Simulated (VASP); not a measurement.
Input of a VASP 6.6.1 run:

INCAR

```
PREC = Accurate ; ENCUT = 520
EDIFF = 1E-6 ; ISMEAR = 0
SIGMA = 0.05 ; LREAL = F
LASPH = T ; NELM = 80
ALGO = Normal ; ISIF = 2
LWAVE = F ; LCHARG = T
GGA = PS ; LELF = T
LVHAR = T ; NBANDS = 16
```

File KPOINTS:

```
Automatic mesh
0
Gamma
  12 12 12
```

POSCAR

```
GaAs
1.0
    0.0000000000      2.4694809367      3.7042214051
    2.4694809367      0.0000000000      3.7042214051
    2.4694809367      2.4694809367      0.0000000000
Ga As
1 1
Direct
    0.0000000000      0.0000000000      0.0000000000
    0.7500000000      0.7500000000      0.7500000000
```

Potentials or basis: VASP PAW PBE potentials, release 64 (Ga_d, As).

The run is started by

```bash
$ cat potpaw_PBE.64/Ga_d/POTCAR potpaw_PBE.64/As/POTCAR > POTCAR
$ mpirun -np 1 vasp_std > vasp.out
```

Task: Estimate the band gap on the k mesh.

Result: Zero (band 9 reaches 4.97 eV, above the bottom of band 10 at 3.99 eV).

Task: Predict the pressure.

Result: -0.2 GPa.

Stress tensor (GPa, compression positive):
```
  4.89   0.00   0.00
  0.00   4.89   0.00
  0.00   0.00 -10.51
```

Caveat: the PAW data sets were made with another functional, which shifts forces and pressure a little.
